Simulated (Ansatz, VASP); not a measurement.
# TiSn3O8: VASP beside Ansatz

```
Ti Sn O
1.0
     3.37561   -3.38115    0.00000
     3.37561    3.38115    0.00000
     0.00000    0.00000    6.36068
Ti Sn O
1 3 8
Direct
  0.50000 0.50000 0.00000
  0.50000 0.50000 0.50000
  0.00000 0.00000 0.75468
  0.00000 0.00000 0.24532
  0.20305 0.20305 0.00000
  0.19378 0.19378 0.50000
  0.79695 0.79695 0.00000
  0.80622 0.80622 0.50000
  0.68963 0.31037 0.76164
  0.68963 0.31037 0.23836
  0.31037 0.68963 0.76164
  0.31037 0.68963 0.23836
```

Alike in both runs: task single point; functional PBE; k mesh 4 × 4 × 2; occupations gaussian, width 0.1 eV; no spin polarisation.

|  | VASP | Ansatz |
| --- | --- | --- |
| version | VASP 6.6.1 | Ansatz 0.2.0 |
| potentials or method | VASP PAW PBE potentials, release 64 (Ti_sv, Sn_d, O), cutoff 520 eV | scalar-relativistic, plane waves, PAW |
| valence electrons in the cell | 102 | 102 |

|  | VASP | Ansatz | Ansatz less VASP |
| --- | --- | --- | --- |
| gap on the k mesh at the Fermi level (eV) | 1.73 | 1.76 | +0.022 |
| least direct gap on the mesh (eV) | 1.84 | 1.86 | +0.014 |
| pressure (GPa) | 0.6 | 0.0 | -0.62 |
| traceless stress, the component that is largest in VASP (GPa) | 0.31 | 0.11 | -0.196 |
| rms of the force components (eV/Å) | 0.011 | 0.003 | -0.0078 |

Atom by atom the forces differ by 0.009 eV/Å (rms over components).

The k mesh is coarse, so the values compare programs but aren't converged.
